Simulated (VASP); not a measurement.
Input of a VASP 6.6.1 run:

File INCAR:

```
SYSTEM = Ta
ALGO = Fast
EDIFF = 1E-6
ENCUT = 520
GGA = PE
ISIF = 2
ISMEAR = 0
LASPH = .True.
LCHARG = .True.
LELF = .True.
LREAL = .False.
LVHAR = .True.
LWAVE = .False.
NBANDS = 12
NELM = 100
PREC = Accurate
SIGMA = 0.15
```

KPOINTS

```
k-points
0
Gamma
  20 20 20
  0 0 0
```

Contents of POSCAR:

```
Ta
1.0
   -1.4426815287      1.4426815287      2.3274781103
    1.4426815287     -1.4426815287      2.3274781103
    1.4426815287      1.4426815287     -2.3274781103
Ta
1
Direct
    0.0000000000      0.0000000000      0.0000000000
```

Potentials or basis: VASP PAW PBE potentials, release 64 (Ta_pv).

Command:

```console
$ cat potpaw_PBE.64/Ta_pv/POTCAR > POTCAR
$ mpirun -np 1 vasp_std > vasp.out
```

(1) What does it give for the pressure?

## Answers

(1) -6.7 GPa.
